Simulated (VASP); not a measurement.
# TaN (R3m) in VASP: single point with PBE

Aim: the single point of TaN with PBE.

All numbers are computed with VASP 6.6.1; they aren't measurements. Logs are shortened: lines on timing, memory, paths and dates and some standing lists are left out, and cuts for length are marked.

**1. The cell of the first run**

It takes space group R3m (No. 160, trigonal). The conventional cell has a = 3.123 Å, b = 3.123 Å, c = 7.651 Å, α = 90.00°, β = 90.00°, γ = 120.00°. Within 2.8 Å of Ta (site symmetry 3m) lie 6 N at 2.15 to 2.27 Å. Within 2.8 Å of N (site symmetry 3m) lie 6 Ta at 2.15 to 2.27 Å.

**2. Single point, PBE (atoms displaced along a vibrational mode)**

The input, INCAR:

```
PREC = Accurate
ENCUT = 520
EDIFF = 1E-6
ISMEAR = 0
SIGMA = 0.15
LREAL = F
LASPH = T
NELM = 60
ALGO = Normal
ISIF = 2
LWAVE = F
LCHARG = T
GGA = PE
LELF = T
LVHAR = T
NBANDS = 15
```

The input, KPOINTS:

```
regular mesh
0
Gamma
  24 24 24
```

The input, POSCAR:

```
TaN
1.0
    0.0000000000      2.2086347780      2.2086347780
    2.2086347780      0.0000000000      2.2086347780
    2.2086347780      2.2086347780      0.0000000000
Ta N
1 1
Direct
    0.5010117591      0.5010117591      0.5010117591
   -0.0130702974     -0.0130702974     -0.0130702974
```

Potentials or basis: VASP PAW PBE potentials, release 64 (Ta_pv, N).

Command:

```sh
> cat potpaw_PBE.64/Ta_pv/POTCAR potpaw_PBE.64/N/POTCAR > POTCAR
> mpirun -np 1 vasp_std > vasp.out
```

OUTCAR:

```text
PREC = Accurate
   ENCUT = 520
   EDIFF = 1E-6
   ISMEAR = 0
   LREAL = F
   LASPH = T
   NELM = 60
   ISIF = 2
   GGA = PE

 ion  position               nearest neighbor table
   1  0.501  0.501  0.501-   2 2.15   2 2.15   2 2.15   2 2.27   2 2.27   2 2.27
   2  0.987  0.987  0.987-   1 2.15   1 2.15   1 2.15   1 2.27   1 2.27   1 2.27

  LATTYP: Found a face centered cubic cell.
 ALAT       =     4.4172695560

  Lattice vectors:

 A1 = (   0.0000000000,   2.2086347780,   2.2086347780)
 A2 = (   2.2086347780,   0.0000000000,   2.2086347780)
 A3 = (   2.2086347780,   2.2086347780,   0.0000000000)

Analysis of symmetry for initial positions (statically):
=====================================================================
 Subroutine PRICEL returns:
 Original cell was already a primitive cell.

 Routine SETGRP: Setting up the symmetry group for a
 face centered cubic supercell.

 Subroutine GETGRP returns: Found  6 space group operations
 (whereof  6 operations were pure point group operations)
 out of a pool of 48 trial point group operations.

The static configuration has the point symmetry C_3v.

Analysis of symmetry for dynamics (positions and initial velocities):
=====================================================================
 Subroutine PRICEL returns:
 Original cell was already a primitive cell.

 Routine SETGRP: Setting up the symmetry group for a
 face centered cubic supercell.

 Subroutine GETGRP returns: Found  6 space group operations
 (whereof  6 operations were pure point group operations)
 out of a pool of 48 trial point group operations.

The dynamic configuration has the point symmetry C_3v.

 Subroutine INISYM returns: Found  6 space group operations
 (whereof  6 operations are pure point group operations),
 and found     1 'primitive' translations

----------------------------------------------------------------------------------------

                                     Primitive cell

  volume of cell :      21.5477

  direct lattice vectors                    reciprocal lattice vectors
     0.000000000  2.208634778  2.208634778    -0.226384192  0.226384192  0.226384192
     2.208634778  0.000000000  2.208634778     0.226384192 -0.226384192  0.226384192
     2.208634778  2.208634778  0.000000000     0.226384192  0.226384192 -0.226384192

  length of vectors
     3.123481257  3.123481257  3.123481257     0.392108923  0.392108923  0.392108923

  position of ions in fractional coordinates (direct lattice)
     0.501011759  0.501011759  0.501011759
     0.986929703  0.986929703  0.986929703
[... 82 lines left out ...]
   NFREE  =      0    steps in history (QN), initial steepest desc. (CG)
   ISIF   =      2    stress and relaxation
   ISYM   =      2    0-nonsym 1-usesym 2-fastsym
   POTIM  = 0.5000    time-step for ionic-motion
   TEBEG  =    0.0;   TEEND  =   0.0 temperature during run
   PSTRESS=    0.0 pullay stress
   NELECT =      16.0000    total number of electrons
   NUPDOWN=      -1.0000    fix difference up-down
   EMIN   =  10.00;   EMAX   =-10.00  energy-range for DOS
   EFERMI =   0.00;   METHOD = LEGACY
   ISMEAR =     0;   SIGMA  =   0.15  broadening in eV -4-tet -1-fermi 0-gaus
   EFERMI_NEDOS =   21; number of points for ismear=-14 and -15
   IALGO  =     38    algorithm
   IMIX   =      4    mixing-type and parameters
     AMIX     =   0.40;   BMIX     =  1.00
     AMIX_MAG =   1.60;   BMIX_MAG =  1.00
  volume/ion in A,a.u.               =      10.77        72.71
  Fermi-wavevector in a.u.,A,eV,Ry     =   1.482453  2.801430 29.901072  2.197667
  Thomas-Fermi vector in A             =   2.596237
   LORBIT       =      0    0 simple, 1 ext, 2 COOP (PROOUT), +10 PAW based schemes
   GGA     = PE    functional components
   LHFCALC =     F    Hartree Fock is set to
   AEXX    =    0.0000 exact exchange contribution
   IVDW    =     0    specifies the selected vdW correction
   LEPSILON=     F    determine dielectric tensor
   LRPA    =     F    only Hartree local field effects (RPA)
 non-spin polarized calculation
 Gauss-broadening in eV      SIGMA  =   0.15
  energy-cutoff  :      520.00
  volume of cell :       21.55
 maximum number of plane-waves:       604
   NGX = 11   NGY = 11   NGZ = 11

 number of electron      16.0000001 magnetization

 Free energy of the ion-electron system (eV)
  ---------------------------------------------------
  ext. energy  EPLUGINS =         0.00000000
  ---------------------------------------------------
  free energy    TOTEN  =       -21.78943583 eV

  energy without entropy =      -21.77941798  energy(sigma->0) =      -21.78442690

 E-fermi :   9.3605     XC(G=0): -13.3585

 val. band max:        9.3600555337   @ k =   0.0833   0.0833   0.2500
 cond. band min:       9.3619411180   @ k =   0.2917   0.2917  -0.3750
 fundamental gap:      0.0018855843
 Fermi energy:         9.3604723688

 k-point     1 :       0.0000    0.0000    0.0000
  band No.  band energies     occupation
      1     -26.3908      2.00000
      2     -26.3908      2.00000
      3     -26.3902      2.00000
      4      -9.3589      2.00000
      5       5.2621      2.00000
      6       5.3689      2.00000
      7       5.3689      2.00000
      8       7.4318      2.00000
      9       7.4318      2.00000
     10       7.7542      2.00000
     11       9.6534      0.00575
     12       9.6534      0.00575
     13      10.7704      0.00000
     14      18.7625      0.00000
[... 401 lines left out ...]
      2     -26.4715      2.00000
      3     -26.4697      2.00000
      4      -6.4370      2.00000
      5      -0.8611      2.00000
      6       1.9207      2.00000
      7       1.9767      2.00000
      8      11.1658      0.00000
      9      11.2260      0.00000
     10      11.3787      0.00000
     11      13.0456      0.00000
     12      16.6884      0.00000
     13      16.8006      0.00000
     14      20.7377      0.00000
     15      21.7075      0.00000

 [... further k-points ...]
[... 5 lines left out ...]
  --------------------------------------------------------------------------------------
  -------------------------------------------------------------------------------------
  Total        0.3499927      0.3499927      0.3499927     -0.0763566     -0.0763566     -0.0763566
  in kB       26.0236306     26.0236306     26.0236306     -5.6774781     -5.6774781     -5.6774781
  external PRESSURE =      26.0236306 kB  Pullay stress =       0.0000000 kB

 VOLUME and BASIS-vectors are now :
 -----------------------------------------------------------------------------
  energy-cutoff  :      520.00
  volume of cell :       21.55
      direct lattice vectors                 reciprocal lattice vectors
     0.000000000  2.208634778  2.208634778    -0.226384192  0.226384192  0.226384192
     2.208634778  0.000000000  2.208634778     0.226384192 -0.226384192  0.226384192
     2.208634778  2.208634778  0.000000000     0.226384192  0.226384192 -0.226384192

 POSITION                                       TOTAL-FORCE (eV/Angst)
 -----------------------------------------------------------------------------------
      2.21310      2.21310      2.21310        -0.466599     -0.466599     -0.466599
      4.35953      4.35953      4.35953         0.466599      0.466599      0.466599
 -----------------------------------------------------------------------------------
    total drift:                               -0.000034     -0.000034     -0.000034

  FREE ENERGIE OF THE ION-ELECTRON SYSTEM (eV)
  ---------------------------------------------------
  free  energy   TOTEN  =       -21.7894358267 eV

  energy  without entropy=      -21.7794179774  energy(sigma->0) =      -21.78442690
```

stdout:

```text
POSCAR found type information on POSCAR TaN
 POSCAR found :  2 types and       2 ions
 scaLAPACK will be used
 LDA part: xc-table for (Slater+PW92), standard interpolation
 POSCAR, INCAR and KPOINTS ok, starting setup
 FFT: planning ... GRIDC
 FFT: planning ... GRID_SOFT
 FFT: planning ... GRID
 WAVECAR not read
 entering main loop
```

It took 3.3 min on 1 thread of Intel Xeon Platinum 8488C (Sapphire Rapids), shared host; peak memory 0.51 GiB.

Results:

- Free energy: -21.7894 eV
- Pressure: 2.6 GPa
- Largest force: 0.808 eV/Å
- Band gap on the k mesh: zero (bands 8 and 9 overlap by 3.85 eV)

Forces in eV/Å, atoms in the order of the input:
```
Ta  -0.467 -0.467 -0.467
N    0.467  0.467  0.467
```

Levels at points of the mesh, in eV from the Fermi level:
| k point | band 6 | band 7 | band 8 | band 9 | band 10 | band 11 |
| --- | --- | --- | --- | --- | --- | --- |
| (0.00, 0.00, 0.00) | -3.99 | -3.99 | -1.93 | -1.93 | -1.61 | 0.29 |
| (0.50, 0.00, 0.00) | -7.44 | -7.38 | 1.81 | 1.87 | 2.02 | 3.69 |
| (0.50, 0.50, 0.50) | -7.48 | -7.48 | 1.92 | 1.92 | 1.97 | 3.92 |
| (0.50, 0.50, 0.00) | -5.73 | -4.62 | -4.15 | 2.18 | 3.51 | 3.51 |

Caveat: the cell differs from its parent crystal (atoms displaced along a vibrational mode); spin-orbit coupling is left out, which moves the levels of the heavy elements.
